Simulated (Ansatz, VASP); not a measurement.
## Two plane-wave programs on BN

```xyz
2
Lattice="0.0000 1.8075 1.8075 1.8075 0.0000 1.8075 1.8075 1.8075 0.0000" Properties=species:S:1:pos:R:3 pbc="T T T"
B     0.0000    0.0000    0.0000
N     0.9038    0.9038    0.9038
```

Alike in both runs: task single point; functional LDA; k mesh 8 × 8 × 8; no spin polarisation.

|  | VASP | Ansatz |
| --- | --- | --- |
| version | VASP 6.6.1 | Ansatz 0.2.0 |
| potentials or method | VASP PAW LDA potentials, release 64 (B, N), cutoff 520 eV | plane waves, PAW |
| occupations | gaussian, width 0.01 eV | fixed |
| valence electrons in the cell | 8 | 8 |

```csv
,VASP,Ansatz,Ansatz less VASP
gap on the k mesh at the Fermi level (eV),4.34,4.36,+0.016
pressure (GPa),-10.1,-10.9,-0.86
```

LDA's correlation is that of Perdew and Zunger in VASP and of Perdew and Wang (1992) in Ansatz.
